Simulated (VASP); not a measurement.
# Zn4S3O (I-42m) in VASP: single point with PBE

Aim: the single point of Zn4S3O with PBE.

All numbers are computed with VASP 6.6.1; they aren't measurements. Logs are shortened: lines on timing, memory, paths and dates and some standing lists are left out, and cuts for length are marked.

## 1. The cell of the first run

It takes space group I-42m (No. 121, tetragonal). The conventional cell has a = 5.245 Å, b = 5.245 Å, c = 10.399 Å, α = 90.00°, β = 90.00°, γ = 90.00°. Zn (site symmetry m) has 1 O at 2.04 Å and 3 S at 2.34 to 2.37 Å within 2.7 Å. Within 3.1 Å of S (site symmetry -4) lie 4 Zn at 2.34 Å. S (site symmetry -42m) has 4 Zn at 2.37 Å within 3.1 Å. O (site symmetry -42m) has 4 Zn at 2.04 Å within 2.7 Å.

## 2. Single point, PBE

Contents of INCAR:

```
PREC     = Accurate       # precision mode
ENCUT    = 520            # plane-wave cutoff, eV
EDIFF    = 1E-6           # SCF threshold, eV
ISMEAR   = 0              # smearing method
SIGMA    = 0.02           # smearing width, eV
LREAL    = F              # projectors in reciprocal space
LASPH    = T              # aspherical terms in the spheres
NELM     = 60             # most SCF steps
ALGO     = Normal         # electronic algorithm
ISIF     = 2              # what is computed and relaxed
LWAVE    = F              # write WAVECAR
LCHARG   = F              # write CHGCAR
GGA      = PE             # functional
NBANDS   = 46             # bands
```

Contents of KPOINTS:

```
regular mesh
0
Gamma
  8 8 8
```

Contents of POSCAR:

```
Zn4S3O
1.0
   -2.6225827018      2.6225827018      5.1995413858
    2.6225827018     -2.6225827018      5.1995413858
    2.6225827018      2.6225827018     -5.1995413858
Zn S O
4 3 1
Direct
    0.6615945529      0.6615945529      0.5528379031
    0.8912433502      0.3384054471      0.0000000000
    0.1087566498      0.1087566498      0.4471620969
    0.3384054471      0.8912433502      0.0000000000
    0.2500000000      0.7500000000      0.5000000000
    0.5000000000      0.5000000000      0.0000000000
    0.7500000000      0.2500000000      0.5000000000
    0.0000000000      0.0000000000      0.0000000000
```

Potentials or basis: VASP PAW PBE potentials, release 64 (Zn, S, O).

Command:

```bash
> cat potpaw_PBE.64/Zn/POTCAR potpaw_PBE.64/S/POTCAR potpaw_PBE.64/O/POTCAR > POTCAR
> mpirun -np 1 vasp_std > vasp.out
```

OUTCAR:

```text
PREC = Accurate
   ENCUT = 520
   EDIFF = 1E-6
   ISMEAR = 0
   LREAL = F
   LASPH = T
   NELM = 60
   ISIF = 2
   GGA = PE

 ion  position               nearest neighbor table
   1  0.662  0.662  0.553-   8 2.04   7 2.34   5 2.34   6 2.37
   2  0.891  0.338  0.000-   8 2.04   5 2.34   7 2.34   6 2.37
   3  0.109  0.109  0.447-   8 2.04   7 2.34   5 2.34   6 2.37
   4  0.338  0.891  0.000-   8 2.04   7 2.34   5 2.34   6 2.37
   5  0.250  0.750  0.500-   1 2.34   3 2.34   4 2.34   2 2.34
   6  0.500  0.500  0.000-   1 2.37   2 2.37   4 2.37   3 2.37
   7  0.750  0.250  0.500-   1 2.34   2 2.34   3 2.34   4 2.34
   8  0.000  0.000  0.000-   1 2.04   2 2.04   3 2.04   4 2.04

  LATTYP: Found a body centered tetragonal cell.
 ALAT       =     5.2451654036
 C/A-ratio  =     1.9826034017

  Lattice vectors:

 A1 = (  -2.6225827018,   2.6225827018,   5.1995413858)
 A2 = (   2.6225827018,  -2.6225827018,   5.1995413858)
 A3 = (   2.6225827018,   2.6225827018,  -5.1995413858)

Analysis of symmetry for initial positions (statically):
=====================================================================
 Subroutine PRICEL returns:
 Original cell was already a primitive cell.

 Routine SETGRP: Setting up the symmetry group for a
 body centered tetragonal supercell.

 Subroutine GETGRP returns: Found  8 space group operations
 (whereof  8 operations were pure point group operations)
 out of a pool of 16 trial point group operations.

The static configuration has the point symmetry D_2d.

Analysis of symmetry for dynamics (positions and initial velocities):
=====================================================================
 Subroutine PRICEL returns:
 Original cell was already a primitive cell.

 Routine SETGRP: Setting up the symmetry group for a
 body centered tetragonal supercell.

 Subroutine GETGRP returns: Found  8 space group operations
 (whereof  8 operations were pure point group operations)
 out of a pool of 16 trial point group operations.

The dynamic configuration has the point symmetry D_2d.

 Subroutine INISYM returns: Found  8 space group operations
 (whereof  8 operations are pure point group operations),
 and found     1 'primitive' translations

----------------------------------------------------------------------------------------

                                     Primitive cell

  volume of cell :     143.0485

  direct lattice vectors                    reciprocal lattice vectors
    -2.622582702  2.622582702  5.199541386     0.000000000  0.190651757  0.096162327
     2.622582702 -2.622582702  5.199541386     0.190651757  0.000000000  0.096162327
     2.622582702  2.622582702 -5.199541386     0.190651757  0.190651757  0.000000000

  length of vectors
     6.386791893  6.386791893  6.386791893     0.213530526  0.213530526  0.269622300

  position of ions in fractional coordinates (direct lattice)
     0.661594553  0.661594553  0.552837903
     0.891243350  0.338405447  0.000000000
     0.108756650  0.108756650  0.447162097
     0.338405447  0.891243350  0.000000000
     0.250000000  0.750000000  0.500000000
     0.500000000  0.500000000  0.000000000
     0.750000000  0.250000000  0.500000000
     0.000000000  0.000000000  0.000000000

  ion indices of the primitive-cell ions
   primitive index   ion index
                 1           1
                 2           2
                 3           3
                 4           4
                 5           5
                 6           6
                 7           7
                 8           8

----------------------------------------------------------------------------------------

 KPOINTS: regular mesh

Automatic generation of k-mesh.
 Grid dimensions read from file:
 generate k-points for:    8    8    8

 Generating k-lattice:

  Cartesian coordinates                     Fractional coordinates (reciprocal lattice)
     0.000000000  0.023831470  0.012020291     0.125000000  0.000000000  0.000000000
     0.023831470  0.000000000  0.012020291     0.000000000  0.125000000  0.000000000
     0.023831470  0.023831470  0.000000000     0.000000000  0.000000000  0.125000000

  Length of vectors
     0.026691316  0.026691316  0.033702788

  Shift w.r.t. Gamma in fractional coordinates (k-lattice)
     0.000000000  0.000000000  0.000000000

 Subroutine IBZKPT returns following result:
 ===========================================

 Found     59 irreducible k-points:

 Following reciprocal coordinates:
            Coordinates               Weight
  0.000000  0.000000  0.000000      1.000000
  0.125000  0.000000  0.000000      8.000000
  0.250000  0.000000  0.000000      8.000000
  0.375000  0.000000  0.000000      8.000000
  0.500000  0.000000  0.000000      4.000000
  0.125000  0.125000  0.000000      8.000000
[... 16 lines left out ...]
  0.250000  0.125000  0.125000     16.000000
  0.375000  0.125000  0.125000      8.000000
 [... further k-points ...]
   k-points           NKPTS =     59   k-points in BZ     NKDIM =     59   number of bands    NBANDS=     46
   number of dos      NEDOS =    301   number of ions     NIONS =      8
   total plane-waves  NPLWV = 110592
   dimension x,y,z NGX =    48 NGY =   48 NGZ =   48
   dimension x,y,z NGXF=    96 NGYF=   96 NGZF=   96
   ions per type =               4   3   1
   NGX,Y,Z   is equivalent  to a cutoff of  12.49, 12.49, 12.49 a.u.
   NGXF,Y,Z  is equivalent  to a cutoff of  24.99, 24.99, 24.99 a.u.
 SYSTEM =  unknown system
   PREC   = accura    normal or accurate (medium, high low for compatibility)
   ISTART =      0    job   : 0-new  1-cont  2-samecut
   ICHARG =      2    charge: 1-file 2-atom 10-const
   ISPIN  =      1    spin polarized calculation?
   LNONCOLLINEAR =      F non collinear calculations
   LSORBIT =      F    spin-orbit coupling
   LASPH  =      T    aspherical Exc in radial PAW
   ENCUT  =  520.0 eV  38.22 Ry    6.18 a.u.  11.88 11.88 11.88*2*pi/ulx,y,z
   NELM   =     60;   NELMIN=  2; NELMDL= -5     # of ELM steps
   EDIFF  = 0.1E-05   stopping-criterion for ELM
   LREAL  =      F    real-space projection
   EDIFFG = 0.1E-04   stopping-criterion for IOM
   NSW    =      0    number of steps for IOM
   IBRION =     -1    ionic relax: 0-MD 1-quasi-New 2-CG
   NFREE  =      0    steps in history (QN), initial steepest desc. (CG)
   ISIF   =      2    stress and relaxation
   ISYM   =      2    0-nonsym 1-usesym 2-fastsym
   POTIM  = 0.5000    time-step for ionic-motion
   TEBEG  =    0.0;   TEEND  =   0.0 temperature during run
   PSTRESS=    0.0 pullay stress
   NELECT =      72.0000    total number of electrons
   NUPDOWN=      -1.0000    fix difference up-down
   EMIN   =  10.00;   EMAX   =-10.00  energy-range for DOS
   EFERMI =   0.00;   METHOD = LEGACY
   ISMEAR =     0;   SIGMA  =   0.02  broadening in eV -4-tet -1-fermi 0-gaus
   EFERMI_NEDOS =   21; number of points for ismear=-14 and -15
   IALGO  =     38    algorithm
   IMIX   =      4    mixing-type and parameters
     AMIX     =   0.40;   BMIX     =  1.00
     AMIX_MAG =   1.60;   BMIX_MAG =  1.00
  volume/ion in A,a.u.               =      17.88       120.67
  Fermi-wavevector in a.u.,A,eV,Ry     =   1.302240  2.460878 23.073172  1.695830
  Thomas-Fermi vector in A             =   2.433321
   LORBIT       =      0    0 simple, 1 ext, 2 COOP (PROOUT), +10 PAW based schemes
   GGA     = PE    functional components
   LHFCALC =     F    Hartree Fock is set to
   AEXX    =    0.0000 exact exchange contribution
   IVDW    =     0    specifies the selected vdW correction
   LEPSILON=     F    determine dielectric tensor
   LRPA    =     F    only Hartree local field effects (RPA)
 non-spin polarized calculation
 Gauss-broadening in eV      SIGMA  =   0.02
  energy-cutoff  :      520.00
  volume of cell :      143.05
 maximum number of plane-waves:      3904
   NGX = 23   NGY = 23   NGZ = 23

 number of electron      72.0000000 magnetization

 Free energy of the ion-electron system (eV)
  ---------------------------------------------------
  ext. energy  EPLUGINS =         0.00000000
  ---------------------------------------------------
  free energy    TOTEN  =       -29.10450996 eV

  energy without entropy =      -29.10450996  energy(sigma->0) =      -29.10450996

 E-fermi :   1.9645     XC(G=0):  -9.8554

 val. band max:        1.8866416689   @ k =   0.0000   0.0000   0.0000
 cond. band min:       3.2289773993   @ k =   0.0000   0.0000   0.0000
 fundamental gap:      1.3423357303
 Fermi energy:         1.9645216192

 k-point     1 :       0.0000    0.0000    0.0000
  band No.  band energies     occupation
      1     -15.6621      2.00000
      2     -10.8760      2.00000
      3      -9.8058      2.00000
      4      -9.6829      2.00000
      5      -4.4112      2.00000
      6      -4.3334      2.00000
[... 38 lines left out ...]
     45       9.4869      0.00000
     46       9.5562      0.00000

 k-point     2 :       0.1250    0.0000    0.0000
  band No.  band energies     occupation
      1     -15.6604      2.00000
      2     -10.8371      2.00000
      3      -9.8370      2.00000
      4      -9.7047      2.00000
      5      -4.3898      2.00000
      6      -4.3399      2.00000
[... 38 lines left out ...]
     45       9.6291      0.00000
     46       9.6454      0.00000

 k-point     3 :       0.2500    0.0000    0.0000
  band No.  band energies     occupation
      1     -15.6563      2.00000
      2     -10.7251      2.00000
      3      -9.9311      2.00000
      4      -9.7577      2.00000
      5      -4.3550      2.00000
      6      -4.3347      2.00000
[... 1018 lines left out ...]
     45       9.7488      0.00000
     46       9.9299      0.00000

 k-point    24 :       0.3750    0.1250    0.1250
  band No.  band energies     occupation
      1     -15.6481      2.00000
      2     -10.3398      2.00000
      3     -10.2032      2.00000
      4      -9.8976      2.00000
      5      -4.3162      2.00000
      6      -4.2418      2.00000
[... 38 lines left out ...]
     45       9.5554      0.00000
     46       9.5970      0.00000

 [... further k-points ...]

------------------------ aborting loop because EDIFF is reached ----------------------------------------

  FORCE on cell =-STRESS in cart. coord.  units (eV):
  Direction    XX          YY          ZZ          XY          YZ          ZX
  --------------------------------------------------------------------------------------
  -------------------------------------------------------------------------------------
  Total        0.2073569      0.2073569      0.2276176      0.0000000      0.0000000      0.0000000
  in kB        2.3224462      2.3224462      2.5493705      0.0000000      0.0000000      0.0000000
  external PRESSURE =       2.3980876 kB  Pullay stress =       0.0000000 kB

 VOLUME and BASIS-vectors are now :
 -----------------------------------------------------------------------------
  energy-cutoff  :      520.00
  volume of cell :      143.05
      direct lattice vectors                 reciprocal lattice vectors
    -2.622582702  2.622582702  5.199541386     0.000000000  0.190651757  0.096162327
     2.622582702 -2.622582702  5.199541386     0.190651757  0.000000000  0.096162327
     2.622582702  2.622582702 -5.199541386     0.190651757  0.190651757  0.000000000

 POSITION                                       TOTAL-FORCE (eV/Angst)
 -----------------------------------------------------------------------------------
      1.44986      1.44986      4.00547        -0.012271     -0.012271     -0.015088
     -1.44986      1.44986      6.39361         0.012271     -0.012271      0.015088
      1.17272      1.17272     -1.19407         0.012271      0.012271     -0.015088
      1.44986     -1.44986      6.39361        -0.012271      0.012271      0.015088
      2.62258      0.00000      2.59977        -0.000000      0.000000      0.000000
      0.00000      0.00000      5.19954        -0.000000      0.000000      0.000000
      0.00000      2.62258      2.59977        -0.000000      0.000000     -0.000000
      0.00000      0.00000      0.00000        -0.000000      0.000000     -0.000000
 -----------------------------------------------------------------------------------
    total drift:                               -0.000009     -0.000009     -0.000024

  FREE ENERGIE OF THE ION-ELECTRON SYSTEM (eV)
  ---------------------------------------------------
  free  energy   TOTEN  =       -29.1045099580 eV

  energy  without entropy=      -29.1045099580  energy(sigma->0) =      -29.10450996
```

Run time: 4.5 min. Hardware: 1 thread of Intel Xeon 6975P-C (Granite Rapids), shared host; peak memory 0.53 GiB.

What came out:

```yaml
Free_energy: -29.1045 eV
Pressure: 0.2 GPa
Largest_force: 0.023 eV/Å
Band_gap_on_the_k_mesh: 1.34 eV
```

Forces on the atoms (eV/Å):
```
Zn  -0.012 -0.012 -0.015
Zn   0.012 -0.012  0.015
Zn   0.012  0.012 -0.015
Zn  -0.012  0.012  0.015
S    0.000  0.000  0.000
S    0.000  0.000  0.000
S    0.000  0.000  0.000
O    0.000  0.000  0.000
```

Levels at points of the mesh, in eV from the valence-band top:
| k point | band 32 | band 33 | band 34 | band 35 | band 36 | band 37 | band 38 | band 39 | band 40 | band 41 |
| --- | --- | --- | --- | --- | --- | --- | --- | --- | --- | --- |
| (0.00, 0.00, 0.00) | -2.04 | -2.04 | -0.04 | -0.04 | 0.00 | 1.34 | 3.84 | 4.58 | 5.34 | 6.08 |
| (0.50, 0.00, 0.00) | -1.78 | -1.42 | -1.38 | -1.18 | -0.47 | 4.06 | 4.30 | 5.01 | 5.60 | 5.98 |
| (0.50, 0.50, 0.00) | -1.30 | -0.77 | -0.52 | -0.50 | -0.43 | 2.51 | 4.27 | 5.16 | 5.44 | 6.07 |
| (0.50, 0.50, 0.50) | -1.75 | -1.31 | -1.31 | -0.79 | -0.79 | 3.22 | 3.59 | 4.37 | 4.48 | 4.77 |

A k mesh can miss the band edges.
